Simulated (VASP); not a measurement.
# TePb (Fm-3m) in VASP: settings compared

Aim: see how the results for TePb move with the level of theory and the settings. Levels: PBE, r2SCAN. Tasks: single point.

Program: VASP 6.6.1. These are calculated values, not measurements. Logs are shortened: lines on timing, memory, paths and dates and some standing lists are left out, and cuts for length are marked.

### 1 The cell of the first run

The structure is cubic, space group Fm-3m (No. 225). The conventional cell has a = 6.536 Å, b = 6.536 Å, c = 6.536 Å, α = 90.00°, β = 90.00°, γ = 90.00°. Pb (site symmetry m-3m) has 6 Te at 3.27 Å within 4.3 Å. Within 4.3 Å of Te (site symmetry m-3m) lie 6 Pb at 3.27 Å.

### 2 Single point, PBE

File INCAR:

```
SYSTEM = TePb
PREC = Accurate
ENCUT = 520
EDIFF = 1E-6
ISMEAR = -1
SIGMA = 0.02
LREAL = .FALSE.
LASPH = .TRUE.
NELM = 80
ALGO = Normal
ISIF = 2
LWAVE = .FALSE.
LCHARG = .FALSE.
GGA = PE
NBANDS = 17
```

File KPOINTS:

```
regular mesh
0
G
  8 8 8
  0 0 0
```

File POSCAR:

```
TePb
1.0
    0.0000000000      3.2678368520      3.2678368520
    3.2678368520      0.0000000000      3.2678368520
    3.2678368520      3.2678368520      0.0000000000
Pb Te
1 1
Direct
    0.0000000000      0.0000000000      0.0000000000
    0.5000000000      0.5000000000      0.5000000000
```

Potentials or basis: VASP PAW PBE potentials, release 64 (Pb_d, Te).

Started as:

```
$ cat potpaw_PBE.64/Pb_d/POTCAR potpaw_PBE.64/Te/POTCAR > POTCAR
$ mpirun -np 1 vasp_std > vasp.out
```

OUTCAR:

```text
SYSTEM = TePb
   PREC = Accurate
   ENCUT = 520
   EDIFF = 1E-6
   ISMEAR = -1
   LREAL = .FALSE.
   LASPH = .TRUE.
   NELM = 80
   ISIF = 2
   GGA = PE

 ion  position               nearest neighbor table
   1  0.000  0.000  0.000-   2 3.27   2 3.27   2 3.27   2 3.27   2 3.27   2 3.27
   2  0.500  0.500  0.500-   1 3.27   1 3.27   1 3.27   1 3.27   1 3.27   1 3.27

  LATTYP: Found a face centered cubic cell.
 ALAT       =     6.5356737040

  Lattice vectors:

 A1 = (   0.0000000000,   3.2678368520,   3.2678368520)
 A2 = (   3.2678368520,   0.0000000000,   3.2678368520)
 A3 = (   3.2678368520,   3.2678368520,   0.0000000000)

Analysis of symmetry for initial positions (statically):
=====================================================================
 Subroutine PRICEL returns:
 Original cell was already a primitive cell.

 Routine SETGRP: Setting up the symmetry group for a
 face centered cubic supercell.

 Subroutine GETGRP returns: Found 48 space group operations
 (whereof 48 operations were pure point group operations)
 out of a pool of 48 trial point group operations.

The static configuration has the point symmetry O_h .

Analysis of symmetry for dynamics (positions and initial velocities):
=====================================================================
 Subroutine PRICEL returns:
 Original cell was already a primitive cell.

 Routine SETGRP: Setting up the symmetry group for a
 face centered cubic supercell.

 Subroutine GETGRP returns: Found 48 space group operations
 (whereof 48 operations were pure point group operations)
 out of a pool of 48 trial point group operations.

The dynamic configuration has the point symmetry O_h .

 Subroutine INISYM returns: Found 48 space group operations
 (whereof 48 operations are pure point group operations),
 and found     1 'primitive' translations

----------------------------------------------------------------------------------------

                                     Primitive cell

  volume of cell :      69.7929

  direct lattice vectors                    reciprocal lattice vectors
     0.000000000  3.267836852  3.267836852    -0.153006415  0.153006415  0.153006415
     3.267836852  0.000000000  3.267836852     0.153006415 -0.153006415  0.153006415
     3.267836852  3.267836852  0.000000000     0.153006415  0.153006415 -0.153006415

  length of vectors
[... 74 lines left out ...]
   ISTART =      0    job   : 0-new  1-cont  2-samecut
   ICHARG =      2    charge: 1-file 2-atom 10-const
   ISPIN  =      1    spin polarized calculation?
   LNONCOLLINEAR =      F non collinear calculations
   LSORBIT =      F    spin-orbit coupling
   LASPH  =      T    aspherical Exc in radial PAW
   ENCUT  =  520.0 eV  38.22 Ry    6.18 a.u.   8.59  8.59  8.59*2*pi/ulx,y,z
   NELM   =     80;   NELMIN=  2; NELMDL= -5     # of ELM steps
   EDIFF  = 0.1E-05   stopping-criterion for ELM
   LREAL  =      F    real-space projection
   EDIFFG = 0.1E-04   stopping-criterion for IOM
   NSW    =      0    number of steps for IOM
   IBRION =     -1    ionic relax: 0-MD 1-quasi-New 2-CG
   NFREE  =      0    steps in history (QN), initial steepest desc. (CG)
   ISIF   =      2    stress and relaxation
   ISYM   =      2    0-nonsym 1-usesym 2-fastsym
   POTIM  = 0.5000    time-step for ionic-motion
   TEBEG  =    0.0;   TEEND  =   0.0 temperature during run
   PSTRESS=    0.0 pullay stress
   NELECT =      20.0000    total number of electrons
   NUPDOWN=      -1.0000    fix difference up-down
   EMIN   =  10.00;   EMAX   =-10.00  energy-range for DOS
   EFERMI =   0.00;   METHOD = LEGACY
   ISMEAR =    -1;   SIGMA  =   0.02  broadening in eV -4-tet -1-fermi 0-gaus
   EFERMI_NEDOS =   21; number of points for ismear=-14 and -15
   IALGO  =     38    algorithm
   IMIX   =      4    mixing-type and parameters
     AMIX     =   0.40;   BMIX     =  1.00
     AMIX_MAG =   1.60;   BMIX_MAG =  1.00
  volume/ion in A,a.u.               =      34.90       235.49
  Fermi-wavevector in a.u.,A,eV,Ry     =   1.079314  2.039608 15.849680  1.164919
  Thomas-Fermi vector in A             =   2.215276
   LORBIT       =      0    0 simple, 1 ext, 2 COOP (PROOUT), +10 PAW based schemes
   GGA     = PE    functional components
[... 5 lines left out ...]
 non-spin polarized calculation
  energy-cutoff  :      520.00
  volume of cell :       69.79
 maximum number of plane-waves:      1895
 NGX is ok and might be reduce to    36
   NGX = 17   NGY = 17   NGZ = 17

 number of electron      20.0000002 magnetization

 Free energy of the ion-electron system (eV)
  ---------------------------------------------------
  ext. energy  EPLUGINS =         0.00000000
  ---------------------------------------------------
  free energy    TOTEN  =        -7.52092037 eV

  energy without entropy =       -7.52092037  energy(sigma->0) =       -7.52092037

 E-fermi :   5.6009     XC(G=0):  -9.1479

 val. band max:        5.1868342688   @ k =   0.5000   0.0000   0.0000
 cond. band min:       5.9908328048   @ k =   0.5000   0.0000   0.0000
 fundamental gap:      0.8039985360
 Fermi energy:         5.6008813093

 k-point     1 :       0.0000    0.0000    0.0000
  band No.  band energies     occupation
      1     -11.4772      2.00000
      2     -11.4772      2.00000
      3     -11.4706      2.00000
      4     -11.4706      2.00000
      5     -11.4706      2.00000
      6      -6.5497      2.00000
[... 457 lines left out ...]
      4     -11.4601      2.00000
      5     -11.4532      2.00000
      6      -5.0309      2.00000
[... 9 lines left out ...]
     16      14.9777      0.00000
     17      15.2654      0.00000

 [... further k-points ...]

------------------------ aborting loop because EDIFF is reached ----------------------------------------

  FORCE on cell =-STRESS in cart. coord.  units (eV):
  Direction    XX          YY          ZZ          XY          YZ          ZX
  --------------------------------------------------------------------------------------
  -------------------------------------------------------------------------------------
  Total        0.2444743      0.2444743      0.2444743      0.0000000      0.0000000      0.0000000
  in kB        5.6121955      5.6121955      5.6121955      0.0000000      0.0000000      0.0000000
  external PRESSURE =       5.6121955 kB  Pullay stress =       0.0000000 kB

 VOLUME and BASIS-vectors are now :
 -----------------------------------------------------------------------------
  energy-cutoff  :      520.00
  volume of cell :       69.79
      direct lattice vectors                 reciprocal lattice vectors
     0.000000000  3.267836852  3.267836852    -0.153006415  0.153006415  0.153006415
     3.267836852  0.000000000  3.267836852     0.153006415 -0.153006415  0.153006415
     3.267836852  3.267836852  0.000000000     0.153006415  0.153006415 -0.153006415

 POSITION                                       TOTAL-FORCE (eV/Angst)
 -----------------------------------------------------------------------------------
      0.00000      0.00000      0.00000        -0.000000      0.000000     -0.000000
      3.26784      3.26784      3.26784         0.000000      0.000000      0.000000
 -----------------------------------------------------------------------------------
    total drift:                               -0.000000      0.000000      0.000000

  FREE ENERGIE OF THE ION-ELECTRON SYSTEM (eV)
  ---------------------------------------------------
  free  energy   TOTEN  =        -7.5209203677 eV

  energy  without entropy=       -7.5209203677  energy(sigma->0) =       -7.52092037
```

OSZICAR:

```text
N       E                     dE             d eps       ncg     rms          rms(c)
DAV:   1     0.150553281325E+03    0.15055E+03   -0.90872E+03   986   0.113E+03
DAV:   2     0.249639288080E+01   -0.14806E+03   -0.14333E+03  1047   0.288E+02
DAV:   3    -0.738754734683E+01   -0.98839E+01   -0.98329E+01  1249   0.824E+01
DAV:   4    -0.764834044069E+01   -0.26079E+00   -0.26067E+00  1254   0.150E+01
DAV:   5    -0.765792392682E+01   -0.95835E-02   -0.95832E-02  1409   0.255E+00    0.308E+00
DAV:   6    -0.752238537562E+01    0.13554E+00   -0.30374E-01  1420   0.372E+00    0.189E+00
DAV:   7    -0.751882806573E+01    0.35573E-02   -0.87336E-02  1221   0.139E+00    0.905E-01
DAV:   8    -0.752106956002E+01   -0.22415E-02   -0.10364E-02  1178   0.102E+00    0.149E-01
DAV:   9    -0.752087058975E+01    0.19897E-03   -0.15198E-03  1478   0.400E-01    0.644E-02
DAV:  10    -0.752091438168E+01   -0.43792E-04   -0.16265E-04  1143   0.904E-02    0.201E-02
DAV:  11    -0.752092027634E+01   -0.58947E-05   -0.34533E-05  1373   0.460E-02    0.128E-02
DAV:  12    -0.752092036775E+01   -0.91408E-07   -0.19030E-06  1134   0.112E-02
   1 F= -.75209204E+01 E0= -.75209204E+01  d E =-.288154E-10
```

Wall time 27 s (1 thread of Intel Xeon Platinum 8488C (Sapphire Rapids), shared host); peak memory 0.22 GiB.

Results:

```yaml
Free_energy: -7.5209 eV
Pressure: 0.6 GPa
Band_gap_on_the_k_mesh: 0.80 eV, direct
```

Caveat: spin-orbit coupling is left out, which moves the levels of the heavy elements. A k mesh can miss the band edges.

### 3 Single point, PBE (strain +2.0%)

File INCAR:

```
SYSTEM = TePb
ALGO = Normal ; EDIFF = 1E-7
ENCUT = 520 ; GGA = PE
ISIF = 2 ; ISMEAR = -1
LASPH = .True. ; LCHARG = .True.
LELF = .True. ; LREAL = .False.
LVHAR = .True. ; LWAVE = .False.
NBANDS = 17 ; NELM = 60
PREC = Accurate ; SIGMA = 0.02
```

File KPOINTS:

```
k-points
0
Gamma
  8 8 8
  0 0 0
```

File POSCAR:

```
TePb
1.0
    0.0000000000      3.3331935890      3.3331935890
    3.3331935890      0.0000000000      3.3331935890
    3.3331935890      3.3331935890      0.0000000000
Pb Te
1 1
Direct
    0.0000000000      0.0000000000      0.0000000000
    0.5000000000      0.5000000000      0.5000000000
```

Potentials or basis: VASP PAW PBE potentials, release 64 (Pb_d, Te).

Started as:

```
$ cat potpaw_PBE.64/Pb_d/POTCAR potpaw_PBE.64/Te/POTCAR > POTCAR
$ mpirun -np 1 vasp_std > vasp.out
```

Run time: 32 s. Hardware: 1 thread of Intel Xeon Platinum 8488C (Sapphire Rapids), shared host; peak memory 0.21 GiB.

The run converged. Its results:

| Property | Result |
| --- | --- |
| Free energy | -7.5071 eV |
| Pressure | -1.6 GPa |
| Band gap on the k mesh | 0.90 eV, direct |

Levels at points of the mesh, in eV from the valence-band top:
| k point | band 6 | band 7 | band 8 | band 9 | band 10 | band 11 | band 12 | band 13 | band 14 | band 15 |
| --- | --- | --- | --- | --- | --- | --- | --- | --- | --- | --- |
| (0.00, 0.00, 0.00) | -11.28 | -5.81 | -1.00 | -1.00 | -1.00 | 3.97 | 3.97 | 3.97 | 6.01 | 6.01 |
| (0.50, 0.00, 0.00) | -10.08 | -8.14 | -0.60 | -0.60 | 0.00 | 0.90 | 1.49 | 1.49 | 8.29 | 9.04 |
| (0.50, 0.50, 0.00) | -9.91 | -7.16 | -3.79 | -2.28 | -2.28 | 3.69 | 5.15 | 5.15 | 6.19 | 9.91 |

Caveat: the cell differs from its parent crystal (strain +2.0%); spin-orbit coupling is left out, which moves the levels of the heavy elements.

### 4 Single point, r2SCAN

File POSCAR:

```
TePb
1.0
    0.0000000000      3.2678368520      3.2678368520
    3.2678368520      0.0000000000      3.2678368520
    3.2678368520      3.2678368520      0.0000000000
Pb Te
1 1
Direct
    0.0000000000      0.0000000000      0.0000000000
    0.5000000000      0.5000000000      0.5000000000
```

File INCAR.step1:

```
SYSTEM = TePb
ALGO     = Normal         ! electronic algorithm
EDIFF    = 1E-4           ! SCF threshold, eV
ENCUT    = 520            ! plane-wave cutoff, eV
GGA      = PE             ! functional
ISMEAR   = 0              ! smearing method
LASPH    = .True.         ! aspherical terms in the spheres
LCHARG   = .False.        ! write CHGCAR
LREAL    = .False.        ! projectors in reciprocal space
LWAVE    = .True.         ! write WAVECAR
NBANDS   = 17             ! bands
NELM     = 80             ! most SCF steps
PREC     = Accurate       ! precision mode
SIGMA    = 0.01           ! smearing width, eV
```

File INCAR.step2:

```
SYSTEM = TePb
ALGO     = Normal         ! electronic algorithm
EDIFF    = 1E-7           ! SCF threshold, eV
ENCUT    = 520            ! plane-wave cutoff, eV
ISIF     = 2              ! what is computed and relaxed
ISMEAR   = 0              ! smearing method
ISTART   = 1            
LASPH    = .True.         ! aspherical terms in the spheres
LCHARG   = .False.        ! write CHGCAR
LMIXTAU  = .True.       
LREAL    = .False.        ! projectors in reciprocal space
LWAVE    = .False.        ! write WAVECAR
METAGGA  = R2SCAN         ! meta-GGA
NBANDS   = 17             ! bands
NELM     = 80             ! most SCF steps
PREC     = Accurate       ! precision mode
SIGMA    = 0.01           ! smearing width, eV
```

KPOINTS is that of step 3.

Started as:

```
$ cat potpaw_PBE.64/Pb_d/POTCAR potpaw_PBE.64/Te/POTCAR > POTCAR
$ cp INCAR.step1 INCAR
$ mpirun -np 1 vasp_std > vasp.out
$ cp INCAR.step2 INCAR
$ mpirun -np 1 vasp_std > vasp.out
```

Run time: 2 min. Hardware: 1 thread of Intel Xeon Platinum 8488C (Sapphire Rapids), shared host; peak memory 0.23 GiB.

Results (log left out):

| Property | Result |
| --- | --- |
| Free energy | -82.7061 eV |
| Pressure | 0.0 GPa |
| Band gap on the k mesh | 1.09 eV, direct |

Levels at points of the mesh, in eV from the valence-band top:
```csv
k point,band 7,band 8,band 9,band 10,band 11,band 12,band 13,band 14
"(0.00, 0.00, 0.00)",-5.72,-1.35,-1.35,-1.35,4.32,4.32,4.32,6.27
"(0.50, 0.00, 0.00)",-8.71,-0.90,-0.90,0.00,1.09,1.51,1.51,8.91
"(0.50, 0.50, 0.00)",-7.44,-4.41,-2.76,-2.76,3.74,5.71,5.71,6.97
```

Caveat: the PAW data sets were made with another functional, which shifts forces and pressure a little; spin-orbit coupling is left out, which moves the levels of the heavy elements.

### 5 The runs side by side

| level | cell | smearing | gap on the mesh (eV) | pressure (GPa) |
| --- | --- | --- | --- | --- |
| PBE | a = 4.621 Å, angles 60.0°, 2 atoms | fermi-dirac 0.02 eV | 0.80 | 0.6 |
| PBE | a = 4.714 Å, angles 60.0°, 2 atoms | fermi-dirac 0.02 eV | 0.90 | -1.6 |
| r2SCAN | a = 4.621 Å, angles 60.0°, 2 atoms | gaussian 0.01 eV | 1.09 | 0.0 |

Alike in all rows: task single point; potentials or basis VASP PAW PBE potentials, release 64 (Pb_d, Te); no spin polarisation; k mesh 8 × 8 × 8; cutoff (eV) 520.

Caveats: spin-orbit coupling is left out, which moves the levels of the heavy elements; the PAW data sets were made with another functional, which shifts forces and pressure a little (some runs).

Absolute energies hang on the potentials; compare differences alone.
